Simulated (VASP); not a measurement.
# Rh in VASP: single point with PBEsol

Aim: the single point of Rh with PBEsol.

Everything below comes from runs of VASP 6.6.1. Logs are shortened: lines on timing, memory, paths and dates and some standing lists are left out, and cuts for length are marked.

### Step 1. The cell of the first run

The cell holds a slab with vacuum, 7 atoms: a = 2.673 Å, b = 2.673 Å, c = 29.093 Å, α = 90.00°, β = 90.00°, γ = 60.00°.

### Step 2. Single point, PBEsol

File INCAR:

```
PREC = Accurate ; ENCUT = 520
EDIFF = 1E-6 ; ISMEAR = 1
SIGMA = 0.1 ; LREAL = False
LASPH = True ; NELM = 80
ALGO = Normal ; ISIF = 2
LWAVE = False ; LCHARG = False
LDIPOL = True ; IDIPOL = 3
DIPOL = 0.5 0.5 0.500 ; GGA = PS
NBANDS = 62
```

File KPOINTS:

```
regular mesh
0
Gamma
  14 14 1
```

File POSCAR:

```
Rh
1.0
    2.6725144169     -0.0000000003      0.0000000000
    1.3362572087      2.3144653769      0.0000000000
    0.0000000000      0.0000000000     29.0925933040
Rh
7
Direct
    0.0000000000      0.0000000000      0.2768061814
    0.3333333333      0.3333333333      0.3504297545
    0.6666666667      0.6666666667      0.4246990026
    0.0000000000      0.0000000000      0.5000000024
    0.3333333333      0.3333333333      0.5753009993
    0.6666666667      0.6666666667      0.6495702440
    0.0000000000      0.0000000000      0.7231938158
```

Potentials or basis: VASP PAW PBE potentials, release 64 (Rh_pv).

On the command line:

```
$ cat potpaw_PBE.64/Rh_pv/POTCAR > POTCAR
$ mpirun -np 1 vasp_std > vasp.out
```

OUTCAR:

```text
PREC = Accurate
   ENCUT = 520
   EDIFF = 1E-6
   ISMEAR = 1
   LREAL = False
   LASPH = True
   NELM = 80
   ISIF = 2
   GGA = PS

 ion  position               nearest neighbor table
   1  0.000  0.000  0.277-   2 2.64   2 2.64   2 2.64
   2  0.333  0.333  0.350-   1 2.64   1 2.64   1 2.64   3 2.66   3 2.66   3 2.66
   3  0.667  0.667  0.425-   2 2.66   2 2.66   2 2.66   4 2.68   4 2.68   4 2.68
   4  0.000  0.000  0.500-   5 2.68   5 2.68   5 2.68   3 2.68   3 2.68   3 2.68
   5  0.333  0.333  0.575-   6 2.66   6 2.66   6 2.66   4 2.68   4 2.68   4 2.68
   6  0.667  0.667  0.650-   7 2.64   7 2.64   7 2.64   5 2.66   5 2.66   5 2.66
   7  0.000  0.000  0.723-   6 2.64   6 2.64   6 2.64

  LATTYP: Found a hexagonal cell.
 ALAT       =     2.6725144169
 C/A-ratio  =    10.8858508376

  Lattice vectors:

 A1 = (  -1.3362572087,  -2.3144653769,   0.0000000000)
 A2 = (   2.6725144169,  -0.0000000003,   0.0000000000)
 A3 = (   0.0000000000,   0.0000000000,  29.0925933040)

Analysis of symmetry for initial positions (statically):
=====================================================================
 Subroutine PRICEL returns:
 Original cell was already a primitive cell.

 Routine SETGRP: Setting up the symmetry group for a
 hexagonal supercell.

 Subroutine GETGRP returns: Found 12 space group operations
 (whereof 12 operations were pure point group operations)
 out of a pool of 24 trial point group operations.

The static configuration has the point symmetry D_3d.

Analysis of symmetry for dynamics (positions and initial velocities):
=====================================================================
 Subroutine PRICEL returns:
 Original cell was already a primitive cell.

 Routine SETGRP: Setting up the symmetry group for a
 hexagonal supercell.

 Subroutine GETGRP returns: Found 12 space group operations
 (whereof 12 operations were pure point group operations)
 out of a pool of 24 trial point group operations.

The dynamic configuration has the point symmetry D_3d.

 Subroutine INISYM returns: Found 12 space group operations
 (whereof 12 operations are pure point group operations),
 and found     1 'primitive' translations

----------------------------------------------------------------------------------------

                                     Primitive cell

  volume of cell :     179.9506

  direct lattice vectors                    reciprocal lattice vectors
     2.672514417 -0.000000000  0.000000000     0.374179459 -0.216032612  0.000000000
     1.336257209  2.314465377  0.000000000     0.000000000  0.432065223  0.000000000
     0.000000000  0.000000000 29.092593304     0.000000000  0.000000000  0.034373010

  length of vectors
     2.672514417  2.672514417 29.092593304     0.432065223  0.432065223  0.034373010

  position of ions in fractional coordinates (direct lattice)
     0.000000000  0.000000000  0.276806181
     0.333333333  0.333333333  0.350429754
     0.666666667  0.666666667  0.424699003
     0.000000000  0.000000000  0.500000002
     0.333333333  0.333333333  0.575300999
     0.666666667  0.666666667  0.649570244
     0.000000000  0.000000000  0.723193816

  ion indices of the primitive-cell ions
   primitive index   ion index
                 1           1
                 2           2
                 3           3
                 4           4
                 5           5
                 6           6
                 7           7

----------------------------------------------------------------------------------------

 KPOINTS: regular mesh

Automatic generation of k-mesh.
 Grid dimensions read from file:
 generate k-points for:   14   14    1

 Generating k-lattice:

  Cartesian coordinates                     Fractional coordinates (reciprocal lattice)
     0.026727104 -0.015430901  0.000000000     0.071428571  0.000000000  0.000000000
     0.000000000  0.030861802  0.000000000     0.000000000  0.071428571  0.000000000
     0.000000000  0.000000000  0.034373010     0.000000000  0.000000000  1.000000000

  Length of vectors
     0.030861802  0.030861802  0.034373010

  Shift w.r.t. Gamma in fractional coordinates (k-lattice)
     0.000000000  0.000000000  0.000000000

 Subroutine IBZKPT returns following result:
 ===========================================

 Found     24 irreducible k-points:

 Following reciprocal coordinates:
            Coordinates               Weight
  0.000000  0.000000  0.000000      1.000000
  0.071429  0.000000  0.000000      6.000000
  0.142857  0.000000  0.000000      6.000000
  0.214286  0.000000  0.000000      6.000000
  0.285714  0.000000  0.000000      6.000000
  0.357143  0.000000  0.000000      6.000000
[... 16 lines left out ...]
 -0.428571  0.285714  0.000000      6.000000
 -0.357143  0.285714  0.000000      6.000000
   k-points           NKPTS =     24   k-points in BZ     NKDIM =     24   number of bands    NBANDS=     62
   number of dos      NEDOS =    301   number of ions     NIONS =      7
   total plane-waves  NPLWV =  86400
   dimension x,y,z NGX =    20 NGY =   20 NGZ =  216
   dimension x,y,z NGXF=    40 NGYF=   40 NGZF=  432
   ions per type =               7
   NGX,Y,Z   is equivalent  to a cutoff of  12.44, 12.44, 12.34 a.u.
   NGXF,Y,Z  is equivalent  to a cutoff of  24.88, 24.88, 24.69 a.u.
 SYSTEM =  unknown system
   PREC   = accura    normal or accurate (medium, high low for compatibility)
   ISTART =      0    job   : 0-new  1-cont  2-samecut
   ICHARG =      2    charge: 1-file 2-atom 10-const
   ISPIN  =      1    spin polarized calculation?
   LNONCOLLINEAR =      F non collinear calculations
   LSORBIT =      F    spin-orbit coupling
   LASPH  =      T    aspherical Exc in radial PAW
   ENCUT  =  520.0 eV  38.22 Ry    6.18 a.u.   4.97  4.97 54.09*2*pi/ulx,y,z
   NELM   =     80;   NELMIN=  2; NELMDL= -5     # of ELM steps
   EDIFF  = 0.1E-05   stopping-criterion for ELM
   LREAL  =      F    real-space projection
   EDIFFG = 0.1E-04   stopping-criterion for IOM
   NSW    =      0    number of steps for IOM
   IBRION =     -1    ionic relax: 0-MD 1-quasi-New 2-CG
   NFREE  =      0    steps in history (QN), initial steepest desc. (CG)
   ISIF   =      2    stress and relaxation
   ISYM   =      2    0-nonsym 1-usesym 2-fastsym
   POTIM  = 0.5000    time-step for ionic-motion
   TEBEG  =    0.0;   TEEND  =   0.0 temperature during run
   PSTRESS=    0.0 pullay stress
   NELECT =     105.0000    total number of electrons
   NUPDOWN=      -1.0000    fix difference up-down
   EMIN   =  10.00;   EMAX   =-10.00  energy-range for DOS
   EFERMI =   0.00;   METHOD = LEGACY
   ISMEAR =     1;   SIGMA  =   0.10  broadening in eV -4-tet -1-fermi 0-gaus
   EFERMI_NEDOS =   21; number of points for ismear=-14 and -15
   IALGO  =     38    algorithm
   IMIX   =      4    mixing-type and parameters
     AMIX     =   0.40;   BMIX     =  1.00
     AMIX_MAG =   1.60;   BMIX_MAG =  1.00
  volume/ion in A,a.u.               =      25.71       173.48
  Fermi-wavevector in a.u.,A,eV,Ry     =   1.368002  2.585150 25.462360  1.871431
  Thomas-Fermi vector in A             =   2.494005
   LORBIT       =      0    0 simple, 1 ext, 2 COOP (PROOUT), +10 PAW based schemes
   GGA     = PS    functional components
   LHFCALC =     F    Hartree Fock is set to
   AEXX    =    0.0000 exact exchange contribution
   IVDW    =     0    specifies the selected vdW correction
   LEPSILON=     F    determine dielectric tensor
   LRPA    =     F    only Hartree local field effects (RPA)
 non-spin polarized calculation
 Methfessel and Paxton  Order N= 1 SIGMA  =   0.10
  energy-cutoff  :      520.00
  volume of cell :      179.95
 maximum number of plane-waves:      4919
   NGX =  9   NGY =  9   NGZ =109

 dipolmoment           0.000000      0.000000      0.000000 electrons x Angstroem

 number of electron     105.0000005 magnetization

 dipolmoment           0.000000      0.000000     -0.000000 electrons x Angstroem

 Free energy of the ion-electron system (eV)
  ---------------------------------------------------
  ext. energy  EPLUGINS =         0.00000000
  ---------------------------------------------------
  free energy    TOTEN  =       -55.11969996 eV

  energy without entropy =      -55.12141489  energy(sigma->0) =      -55.12027160

 E-fermi :   3.8444     XC(G=0):  -8.1518

 val. band max:        3.8242979331   @ k =   0.3571   0.0714   0.0000
 cond. band min:       3.8467806643   @ k =   0.2857   0.0000   0.0000
 fundamental gap:      0.0224827312
 Fermi energy:         3.8444166955

 k-point     1 :       0.0000    0.0000    0.0000
  band No.  band energies     occupation
      1     -43.3024      2.00000
      2     -43.2373      2.00000
      3     -43.0023      2.00000
      4     -42.8219      2.00000
      5     -42.6587      2.00000
      6     -42.6587      2.00000
[... 54 lines left out ...]
     61       4.4096     -0.00000
     62       4.4096     -0.00000

 k-point     2 :       0.0714    0.0000    0.0000
  band No.  band energies     occupation
      1     -43.2913      2.00000
      2     -43.2294      2.00000
      3     -43.0014      2.00000
      4     -42.8297      2.00000
      5     -42.6895      2.00000
      6     -42.6836      2.00000
[... 54 lines left out ...]
     61       4.4235     -0.00000
     62       4.5365     -0.00000

 k-point     3 :       0.1429    0.0000    0.0000
  band No.  band energies     occupation
      1     -43.2597      2.00000
      2     -43.2079      2.00000
      3     -43.0034      2.00000
      4     -42.8658      2.00000
      5     -42.7748      2.00000
      6     -42.7441      2.00000
[... 1354 lines left out ...]
     61      10.8423      0.00000
     62      11.7842      0.00000

 k-point    24 :      -0.3571    0.2857    0.0000
  band No.  band energies     occupation
      1     -43.1769      2.00000
      2     -43.1639      2.00000
      3     -43.1307      2.00000
      4     -43.1292      2.00000
      5     -43.0999      2.00000
      6     -43.0728      2.00000
[... 54 lines left out ...]
     61      11.0360      0.00000
     62      11.4960      0.00000

------------------------ aborting loop because EDIFF is reached ----------------------------------------

 vacuum level on the upper side and lower side of the slab       (xc-potential included)        -0.125        -0.125

  FORCE on cell =-STRESS in cart. coord.  units (eV):
  Direction    XX          YY          ZZ          XY          YZ          ZX
  --------------------------------------------------------------------------------------
  -------------------------------------------------------------------------------------
  Total       -2.3117653     -2.3117653     -0.1060592      0.0000000      0.0000000      0.0000000
  in kB      -20.5826431    -20.5826431     -0.9442907      0.0000000      0.0000000      0.0000000
  external PRESSURE =     -14.0365256 kB  Pullay stress =       0.0000000 kB

 VOLUME and BASIS-vectors are now :
 -----------------------------------------------------------------------------
  energy-cutoff  :      520.00
  volume of cell :      179.95
      direct lattice vectors                 reciprocal lattice vectors
     2.672514417 -0.000000000  0.000000000     0.374179459 -0.216032612  0.000000000
     1.336257209  2.314465377  0.000000000     0.000000000  0.432065223  0.000000000
     0.000000000  0.000000000 29.092593304     0.000000000  0.000000000  0.034373010

 POSITION                                       TOTAL-FORCE (eV/Angst)
 -----------------------------------------------------------------------------------
      0.00000      0.00000      8.05301        -0.000000      0.000000      0.014202
      1.33626      0.77149     10.19491        -0.000000     -0.000000     -0.008144
      2.67251      1.54298     12.35560         0.000000     -0.000000     -0.014918
      0.00000      0.00000     14.54630        -0.000000     -0.000000     -0.000000
      1.33626      0.77149     16.73700        -0.000000     -0.000000      0.014918
      2.67251      1.54298     18.89768         0.000000      0.000000      0.008144
      0.00000      0.00000     21.03958        -0.000000      0.000000     -0.014202
 -----------------------------------------------------------------------------------
    total drift:                               -0.000000     -0.000000     -0.000003

  FREE ENERGIE OF THE ION-ELECTRON SYSTEM (eV)
  ---------------------------------------------------
  free  energy   TOTEN  =       -55.1196999580 eV

  energy  without entropy=      -55.1214148863  energy(sigma->0) =      -55.12027160

 vacuum level on the upper side and lower side of the slab         9.050         9.050
```

Wall time 4.3 min (1 thread of Intel Xeon 6975P-C (Granite Rapids), shared host); peak memory 0.38 GiB.

What came out:

```
Free energy            : -55.1197 eV
Largest force          : 0.015 eV/Å
Band gap on the k mesh : zero (an odd number of electrons rules out a gap without spin polarisation)
```

Forces on the atoms (eV/Å):
```
Rh   0.000  0.000  0.014
Rh   0.000  0.000 -0.008
Rh   0.000  0.000 -0.015
Rh   0.000  0.000  0.000
Rh   0.000  0.000  0.015
Rh   0.000  0.000  0.008
Rh   0.000  0.000 -0.014
```

Caveat: the PAW data sets were made with another functional, which shifts forces and pressure a little.
